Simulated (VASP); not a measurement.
# Al2Pt (Fm-3m) in VASP: notebook

Al2Pt is run at these levels: r2SCAN; tasks: single point.

All numbers are computed with VASP 6.6.1; they aren't measurements. Logs are shortened: lines on timing, memory, paths and dates and some standing lists are left out, and cuts for length are marked.

## Step 1: The cell of the first run

It takes space group Fm-3m (No. 225, cubic). Conventional cell: a = 5.823 Å, b = 5.823 Å, c = 5.823 Å, α = 90.00°, β = 90.00°, γ = 90.00°. Within 3.3 Å of Al (site symmetry -43m) lie 4 Pt at 2.52 Å and 6 Al at 2.91 Å. Within 3.3 Å of Pt (site symmetry m-3m) lie 8 Al at 2.52 Å.

## Step 2: Single point, r2SCAN

The input, POSCAR:

```
Al2Pt
1.0
    0.0000000000      2.9115139000      2.9115139000
    2.9115139000      0.0000000000      2.9115139000
    2.9115139000      2.9115139000      0.0000000000
Al Pt
2 1
Direct
    0.2500000000      0.2500000000      0.2500000000
    0.7500000000      0.7500000000      0.7500000000
    0.0000000000      0.0000000000      0.0000000000
```

The input, INCAR.step1:

```
PREC     = Accurate       # precision mode
ENCUT    = 520            # plane-wave cutoff, eV
ISMEAR   = -1             # smearing method
SIGMA    = 0.1            # smearing width, eV
LREAL    = F              # projectors in reciprocal space
LASPH    = T              # aspherical terms in the spheres
NELM     = 100            # most SCF steps
NBANDS   = 15             # bands
GGA      = PE             # functional
ALGO     = Normal         # electronic algorithm
EDIFF    = 1E-4           # SCF threshold, eV
LWAVE    = T              # write WAVECAR
LCHARG   = F              # write CHGCAR
```

The input, INCAR.step2:

```
PREC     = Accurate       # precision mode
ENCUT    = 520            # plane-wave cutoff, eV
EDIFF    = 1E-6           # SCF threshold, eV
ISMEAR   = -1             # smearing method
SIGMA    = 0.1            # smearing width, eV
LREAL    = F              # projectors in reciprocal space
LASPH    = T              # aspherical terms in the spheres
NELM     = 100            # most SCF steps
ALGO     = Normal         # electronic algorithm
ISIF     = 2              # what is computed and relaxed
LWAVE    = F              # write WAVECAR
LCHARG   = F              # write CHGCAR
METAGGA  = R2SCAN         # meta-GGA
LMIXTAU  = T            
NBANDS   = 15             # bands
ISTART   = 1
```

The input, KPOINTS:

```
regular mesh
0
Gamma
  10 10 10
```

Potentials or basis: VASP PAW PBE potentials, release 64 (Al, Pt).

Launch:

```bash
> cat potpaw_PBE.64/Al/POTCAR potpaw_PBE.64/Pt/POTCAR > POTCAR
> cp INCAR.step1 INCAR
> mpirun -np 1 vasp_std > vasp.out
> cp INCAR.step2 INCAR
> mpirun -np 1 vasp_std > vasp.out
```

OUTCAR:

```text
PREC = Accurate
   ENCUT = 520
   EDIFF = 1E-6
   ISMEAR = -1
   LREAL = F
   LASPH = T
   NELM = 100
   ISIF = 2
   METAGGA = R2SCAN
   ISTART = 1

 ion  position               nearest neighbor table
   1  0.250  0.250  0.250-   3 2.52   3 2.52   3 2.52   3 2.52   2 2.91   2 2.91   2 2.91   2 2.91
                             2 2.91   2 2.91
   2  0.750  0.750  0.750-   3 2.52   3 2.52   3 2.52   3 2.52   1 2.91   1 2.91   1 2.91   1 2.91
                             1 2.91   1 2.91
   3  0.000  0.000  0.000-   2 2.52   2 2.52   2 2.52   1 2.52   2 2.52   1 2.52   1 2.52   1 2.52

  LATTYP: Found a face centered cubic cell.
 ALAT       =     5.8230278000

  Lattice vectors:

 A1 = (   0.0000000000,   2.9115139000,   2.9115139000)
 A2 = (   2.9115139000,   0.0000000000,   2.9115139000)
 A3 = (   2.9115139000,   2.9115139000,   0.0000000000)

Analysis of symmetry for initial positions (statically):
=====================================================================
 Subroutine PRICEL returns:
 Original cell was already a primitive cell.

 Routine SETGRP: Setting up the symmetry group for a
 face centered cubic supercell.

 Subroutine GETGRP returns: Found 48 space group operations
 (whereof 48 operations were pure point group operations)
 out of a pool of 48 trial point group operations.

The static configuration has the point symmetry O_h .

Analysis of symmetry for dynamics (positions and initial velocities):
=====================================================================
 Subroutine PRICEL returns:
 Original cell was already a primitive cell.

 Routine SETGRP: Setting up the symmetry group for a
 face centered cubic supercell.

 Subroutine GETGRP returns: Found 48 space group operations
 (whereof 48 operations were pure point group operations)
 out of a pool of 48 trial point group operations.

The dynamic configuration has the point symmetry O_h .

 Subroutine INISYM returns: Found 48 space group operations
 (whereof 48 operations are pure point group operations),
 and found     1 'primitive' translations

----------------------------------------------------------------------------------------

                                     Primitive cell

  volume of cell :      49.3613

  direct lattice vectors                    reciprocal lattice vectors
     0.000000000  2.911513900  2.911513900    -0.171731964  0.171731964  0.171731964
     2.911513900  0.000000000  2.911513900     0.171731964 -0.171731964  0.171731964
     2.911513900  2.911513900  0.000000000     0.171731964  0.171731964 -0.171731964

  length of vectors
     4.117502444  4.117502444  4.117502444     0.297448487  0.297448487  0.297448487

  position of ions in fractional coordinates (direct lattice)
     0.250000000  0.250000000  0.250000000
     0.750000000  0.750000000  0.750000000
     0.000000000  0.000000000  0.000000000

  ion indices of the primitive-cell ions
   primitive index   ion index
                 1           1
                 2           2
                 3           3

----------------------------------------------------------------------------------------

 KPOINTS: regular mesh

Automatic generation of k-mesh.
 Grid dimensions read from file:
 generate k-points for:   10   10   10

 Generating k-lattice:

  Cartesian coordinates                     Fractional coordinates (reciprocal lattice)
    -0.017173196  0.017173196  0.017173196     0.100000000  0.000000000  0.000000000
     0.017173196 -0.017173196  0.017173196     0.000000000  0.100000000  0.000000000
     0.017173196  0.017173196 -0.017173196     0.000000000  0.000000000  0.100000000

  Length of vectors
     0.029744849  0.029744849  0.029744849

  Shift w.r.t. Gamma in fractional coordinates (k-lattice)
     0.000000000  0.000000000  0.000000000

 Subroutine IBZKPT returns following result:
 ===========================================

 Found     47 irreducible k-points:

 Following reciprocal coordinates:
            Coordinates               Weight
  0.000000  0.000000  0.000000      1.000000
[... 45 lines left out ...]
 fundamental gap:      0.1180364846
 Fermi energy:         8.3323546761

 k-point     1 :       0.0000    0.0000    0.0000
  band No.  band energies     occupation
      1      -2.7432      2.00000
      2       2.7567      2.00000
      3       2.7567      2.00000
      4       2.7567      2.00000
      5       4.2242      2.00000
      6       4.2242      2.00000
      7      12.3391      0.00000
      8      12.3391      0.00000
      9      12.3391      0.00000
     10      12.3744      0.00000
     11      14.3834      0.00000
     12      14.3834      0.00000
     13      14.3834      0.00000
     14      15.4075      0.00000
     15      15.4075      0.00000

 k-point     2 :       0.1000    0.0000    0.0000
  band No.  band energies     occupation
      1      -2.5926      2.00000
      2       2.6801      2.00000
      3       2.8081      2.00000
      4       2.8081      2.00000
      5       4.2074      2.00000
      6       4.2074      2.00000
      7      10.7219      0.00000
      8      11.9768      0.00000
      9      11.9768      0.00000
     10      12.5340      0.00000
     11      14.7942      0.00000
     12      14.7942      0.00000
     13      15.0428      0.00000
     14      15.0897      0.00000
     15      15.0898      0.00000

 k-point     3 :       0.2000    0.0000    0.0000
  band No.  band energies     occupation
      1      -2.1523      2.00000
      2       2.4837      2.00000
      3       2.9321      2.00000
      4       2.9321      2.00000
      5       4.1932      2.00000
      6       4.1932      2.00000
      7       8.4651      0.41904
      8      11.1969      0.00000
      9      11.1969      0.00000
     10      12.8620      0.00000
     11      14.6010      0.00000
     12      14.6010      0.00000
     13      14.6964      0.00000
     14      15.7306      0.00000
     15      15.7306      0.00000
[... 343 lines left out ...]
 k-point    23 :       0.3000    0.3000    0.0000
  band No.  band energies     occupation
      1      -0.9758      2.00000
      2       2.0598      2.00000
      3       3.4462      2.00000
      4       3.4480      2.00000
      5       3.4480      2.00000
      6       4.5941      2.00000
      7       7.2573      1.99996
      8       8.1661      1.68106
      9       8.1661      1.68106
     10      12.2088      0.00000
     11      12.4097      0.00000
     12      17.3649      0.00000
     13      17.3730      0.00000
     14      17.3730      0.00000
     15      17.7592      0.00000

 k-point    24 :       0.4000    0.3000    0.0000
  band No.  band energies     occupation
      1      -0.2948      2.00000
      2       1.9274      2.00000
      3       3.1239      2.00000
      4       3.6400      2.00000
      5       3.8443      2.00000
      6       4.6606      2.00000
      7       5.7973      2.00000
      8       7.6452      1.99793
      9       7.6567      1.99768
     10      12.2387      0.00000
     11      12.7213      0.00000
     12      16.4634      0.00000
     13      17.5828      0.00000
     14      18.4590      0.00000
     15      18.8382      0.00000

 [... further k-points ...]
[... 5 lines left out ...]
  --------------------------------------------------------------------------------------
  -------------------------------------------------------------------------------------
  Total        1.9126391      1.9126391      1.9126391      0.0000000      0.0000000     -0.0000000
  in kB       62.0807577     62.0807577     62.0807577      0.0000000      0.0000000     -0.0000000
  external PRESSURE =      62.0807577 kB  Pullay stress =       0.0000000 kB

 VOLUME and BASIS-vectors are now :
 -----------------------------------------------------------------------------
  energy-cutoff  :      520.00
  volume of cell :       49.36
      direct lattice vectors                 reciprocal lattice vectors
     0.000000000  2.911513900  2.911513900    -0.171731964  0.171731964  0.171731964
     2.911513900  0.000000000  2.911513900     0.171731964 -0.171731964  0.171731964
     2.911513900  2.911513900  0.000000000     0.171731964  0.171731964 -0.171731964

 POSITION                                       TOTAL-FORCE (eV/Angst)
 -----------------------------------------------------------------------------------
      1.45576      1.45576      1.45576         0.000000     -0.000000      0.000000
      4.36727      4.36727      4.36727        -0.000000      0.000000     -0.000000
      0.00000      0.00000      0.00000        -0.000000     -0.000000     -0.000000
 -----------------------------------------------------------------------------------
    total drift:                                0.000000     -0.000000      0.000000

  FREE ENERGIE OF THE ION-ELECTRON SYSTEM (eV)
  ---------------------------------------------------
  free  energy   TOTEN  =       -67.8934919984 eV

  energy  without entropy=      -67.8589422257  energy(sigma->0) =      -67.87621711
```

It took 2.4 min on 1 thread of Intel Xeon 8259CL, shared host; peak memory 0.21 GiB.

Results:

```yaml
Free_energy: -67.8935 eV
Pressure: 6.2 GPa
Band_gap_on_the_k_mesh: zero (bands 8 and 9 overlap by 5.80 eV)
```

Caveat: the cell stands under pressure; the PAW data sets were made with another functional, which shifts forces and pressure a little; spin-orbit coupling is left out, which moves the levels of the heavy elements.

## Step 3: Single point, r2SCAN

This run uses another cell than the first one, of 16.80 Å³/atom.

The input, POSCAR:

```
Al2Pt
1.0
    0.0000000000      2.9315939400      2.9315939400
    2.9315939400      0.0000000000      2.9315939400
    2.9315939400      2.9315939400      0.0000000000
Al Pt
2 1
Direct
    0.2500000000      0.2500000000      0.2500000000
    0.7500000000      0.7500000000      0.7500000000
    0.0000000000      0.0000000000      0.0000000000
```

The input, INCAR.step1:

```
PREC = Accurate
ENCUT = 520
ISMEAR = -1
SIGMA = 0.1
LREAL = F
LASPH = T
NELM = 60
NBANDS = 15
GGA = PE
ALGO = Normal
EDIFF = 1E-4
LWAVE = T
LCHARG = F
```

The input, INCAR.step2:

```
PREC = Accurate
ENCUT = 520
EDIFF = 1E-6
ISMEAR = -1
SIGMA = 0.1
LREAL = F
LASPH = T
NELM = 60
ALGO = Normal
ISIF = 2
LWAVE = F
LCHARG = F
METAGGA = R2SCAN
LMIXTAU = T
NBANDS = 15
ISTART = 1
```

KPOINTS is that of step 2.

Potentials or basis: VASP PAW PBE potentials, release 64 (Al, Pt).

Launch:

```bash
> cat potpaw_PBE.64/Al/POTCAR potpaw_PBE.64/Pt/POTCAR > POTCAR
> cp INCAR.step1 INCAR
> mpirun -np 1 vasp_std > vasp.out
> cp INCAR.step2 INCAR
> mpirun -np 1 vasp_std > vasp.out
```

Wall time 2.4 min (1 thread of Intel Xeon 8259CL, shared host); peak memory 0.2 GiB.

Results (log left out):

```
Free energy            : -67.9224 eV
Pressure               : 2.9 GPa
Band gap on the k mesh : zero (bands 8 and 9 overlap by 5.75 eV)
```

Levels at points of the mesh, in eV from the Fermi level:
| k point | band 6 | band 7 | band 8 | band 9 | band 10 | band 11 |
| --- | --- | --- | --- | --- | --- | --- |
| (0.00, 0.00, 0.00) | -4.01 | 3.87 | 3.99 | 3.99 | 3.99 | 5.93 |
| (0.50, 0.00, 0.00) | -3.75 | -3.75 | 1.04 | 1.04 | 4.38 | 5.64 |
| (0.50, 0.50, 0.00) | -3.70 | -3.45 | -1.76 | -1.76 | 3.73 | 3.77 |

Caveat: the PAW data sets were made with another functional, which shifts forces and pressure a little; spin-orbit coupling is left out, which moves the levels of the heavy elements.

## Step 4: Single point, r2SCAN

This run uses another cell than the first one, of 17.14 Å³/atom.

The input, POSCAR:

```
Al2Pt
1.0
    0.0000000000      2.9514026100      2.9514026100
    2.9514026100      0.0000000000      2.9514026100
    2.9514026100      2.9514026100      0.0000000000
Al Pt
2 1
Direct
    0.2500000000      0.2500000000      0.2500000000
    0.7500000000      0.7500000000      0.7500000000
    0.0000000000      0.0000000000      0.0000000000
```

The input, INCAR.step1:

```
  PREC = Accurate
  ENCUT = 520
  ISMEAR = -1
  SIGMA = 0.1
  LREAL = False
  LASPH = True
  NELM = 100
  NBANDS = 15
  GGA = PE
  ALGO = Normal
  EDIFF = 1E-4
  LWAVE = True
  LCHARG = False
```

The input, INCAR.step2:

```
  PREC = Accurate
  ENCUT = 520
  EDIFF = 1E-7
  ISMEAR = -1
  SIGMA = 0.1
  LREAL = False
  LASPH = True
  NELM = 100
  ALGO = Normal
  ISIF = 2
  LWAVE = False
  LCHARG = True
  METAGGA = R2SCAN
  LMIXTAU = True
  LELF = True
  LVHAR = True
  NBANDS = 15
  ISTART = 1
```

The input, KPOINTS:

```
Automatic mesh
0
Gamma
  10 10 10
```

Launch:

```bash
> cat potpaw_PBE.64/Al/POTCAR potpaw_PBE.64/Pt/POTCAR > POTCAR
> cp INCAR.step1 INCAR
> mpirun -np 1 vasp_std > vasp.out
> cp INCAR.step2 INCAR
> mpirun -np 1 vasp_std > vasp.out
```

Wall time 2.8 min (1 thread of Intel Xeon 8259CL, shared host); peak memory 0.21 GiB.

The run converged. Its results:

```
Free energy            : -67.9309 eV
Pressure               : -0.1 GPa
Band gap on the k mesh : zero (bands 8 and 9 overlap by 5.69 eV)
```

Levels at points of the mesh, in eV from the Fermi level:
```csv
k point,band 5,band 6,band 7,band 8,band 9,band 10,band 11,band 12
"(0.00, 0.00, 0.00)",-3.92,-3.92,3.70,3.98,3.98,3.98,5.80,5.80
"(0.50, 0.00, 0.00)",-3.91,-3.67,-3.67,1.04,1.04,4.34,5.55,5.55
"(0.50, 0.50, 0.00)",-3.98,-3.63,-3.38,-1.72,-1.72,3.58,3.74,8.46
```

Caveat: the PAW data sets were made with another functional, which shifts forces and pressure a little; spin-orbit coupling is left out, which moves the levels of the heavy elements.

## Step 5: Single point, r2SCAN

This run uses another cell than the first one, of 17.48 Å³/atom.

The input, POSCAR:

```
Al2Pt
1.0
    0.0000000000      2.9709488900      2.9709488900
    2.9709488900      0.0000000000      2.9709488900
    2.9709488900      2.9709488900      0.0000000000
Al Pt
2 1
Direct
    0.2500000000      0.2500000000      0.2500000000
    0.7500000000      0.7500000000      0.7500000000
    0.0000000000      0.0000000000      0.0000000000
```

Changes to INCAR.step1 since step 4:

```diff
@@ -6,3 +6,3 @@
   LASPH = True
-  NELM = 100
+  NELM = 60
   NBANDS = 15
```

The input, INCAR.step2:

```
  PREC = Accurate
  ENCUT = 520
  EDIFF = 1E-6
  ISMEAR = -1
  SIGMA = 0.1
  LREAL = False
  LASPH = True
  NELM = 60
  ALGO = Normal
  ISIF = 2
  LWAVE = False
  LCHARG = False
  METAGGA = R2SCAN
  LMIXTAU = True
  NBANDS = 15
  ISTART = 1
```

KPOINTS is that of step 4.

Launch:

```bash
> cat potpaw_PBE.64/Al/POTCAR potpaw_PBE.64/Pt/POTCAR > POTCAR
> cp INCAR.step1 INCAR
> mpirun -np 1 vasp_std > vasp.out
> cp INCAR.step2 INCAR
> mpirun -np 1 vasp_std > vasp.out
```

Run time: 2.6 min. Hardware: 1 thread of Intel Xeon 8259CL, shared host; peak memory 0.21 GiB.

It converged, with:

```
Free energy            : -67.9212 eV
Pressure               : -2.8 GPa
Band gap on the k mesh : zero (bands 8 and 9 overlap by 5.64 eV)
```

Levels at points of the mesh, in eV from the Fermi level:
| k point | band 4 | band 5 | band 6 | band 7 | band 8 | band 9 | band 10 | band 11 | band 12 | band 13 |
| --- | --- | --- | --- | --- | --- | --- | --- | --- | --- | --- |
| (0.00, 0.00, 0.00) | -5.23 | -3.84 | -3.84 | 3.54 | 3.96 | 3.96 | 3.96 | 5.69 | 5.69 | 5.69 |
| (0.50, 0.00, 0.00) | -4.90 | -3.84 | -3.59 | -3.59 | 1.04 | 1.04 | 4.29 | 5.46 | 5.46 | 5.80 |
| (0.50, 0.50, 0.00) | -3.90 | -3.90 | -3.56 | -3.31 | -1.68 | -1.68 | 3.44 | 3.70 | 8.45 | 11.52 |

Caveat: the PAW data sets were made with another functional, which shifts forces and pressure a little; spin-orbit coupling is left out, which moves the levels of the heavy elements.

## Step 6: Single point, r2SCAN

This run uses another cell than the first one, of 17.82 Å³/atom.

The input, POSCAR:

```
Al2Pt
1.0
    0.0000000000      2.9902413100      2.9902413100
    2.9902413100      0.0000000000      2.9902413100
    2.9902413100      2.9902413100      0.0000000000
Al Pt
2 1
Direct
    0.2500000000      0.2500000000      0.2500000000
    0.7500000000      0.7500000000      0.7500000000
    0.0000000000      0.0000000000      0.0000000000
```

The input, INCAR.step1:

```
ALGO = Normal
EDIFF = 1E-4
ENCUT = 520
GGA = PE
ISMEAR = -1
LASPH = True
LCHARG = False
LREAL = False
LWAVE = True
NBANDS = 15
NELM = 60
PREC = Accurate
SIGMA = 0.1
```

The input, INCAR.step2:

```
ALGO = Normal
EDIFF = 1E-7
ENCUT = 520
ISIF = 2
ISMEAR = -1
ISTART = 1
LASPH = True
LCHARG = False
LMIXTAU = True
LREAL = False
LWAVE = False
METAGGA = R2SCAN
NBANDS = 15
NELM = 60
PREC = Accurate
SIGMA = 0.1
```

The input, KPOINTS:

```
k-points
0
Gamma
  10 10 10
```

Potentials or basis: VASP PAW PBE potentials, release 64 (Al, Pt).

Launch:

```bash
> cat potpaw_PBE.64/Al/POTCAR potpaw_PBE.64/Pt/POTCAR > POTCAR
> cp INCAR.step1 INCAR
> mpirun -np 1 vasp_std > vasp.out
> cp INCAR.step2 INCAR
> mpirun -np 1 vasp_std > vasp.out
```

It took 3.7 min on 1 thread of Intel Xeon 8259CL, shared host; peak memory 0.21 GiB.

Results (log left out):

* Free energy: -67.8950 eV
* Pressure: -5.3 GPa
* Band gap on the k mesh: zero (bands 8 and 9 overlap by 5.58 eV)

Levels at points of the mesh, in eV from the Fermi level:
```csv
k point,band 4,band 5,band 6,band 7,band 8,band 9,band 10,band 11,band 12,band 13
"(0.00, 0.00, 0.00)",-5.13,-3.75,-3.75,3.38,3.94,3.94,3.94,5.57,5.57,5.57
"(0.50, 0.00, 0.00)",-4.79,-3.78,-3.52,-3.52,1.04,1.04,4.25,5.37,5.37,5.61
"(0.50, 0.50, 0.00)",-3.82,-3.82,-3.50,-3.25,-1.64,-1.64,3.30,3.67,8.44,11.34
```

Caveat: the cell stands under tension; the PAW data sets were made with another functional, which shifts forces and pressure a little; spin-orbit coupling is left out, which moves the levels of the heavy elements.

## Step 7: Overview

```tsv
cell	gap on the mesh (eV)	pressure (GPa)
a = 4.118 Å, angles 60.0°, 3 atoms	none	6.2
a = 4.146 Å, angles 60.0°, 3 atoms	none	2.9
a = 4.174 Å, angles 60.0°, 3 atoms	none	-0.1
a = 4.202 Å, angles 60.0°, 3 atoms	none	-2.8
a = 4.229 Å, angles 60.0°, 3 atoms	none	-5.3
```

Alike in all rows: task single point; level r2SCAN; potentials or basis VASP PAW PBE potentials, release 64 (Al, Pt); no spin polarisation; k mesh 10 × 10 × 10; cutoff (eV) 520; smearing fermi-dirac 0.1 eV.

Caveats: the PAW data sets were made with another functional, which shifts forces and pressure a little; spin-orbit coupling is left out, which moves the levels of the heavy elements; the cell stands under pressure (at least some runs); the cell stands under tension (at least some runs).

Total energies depend on the potentials used, so only differences within one code and one set of settings carry meaning.
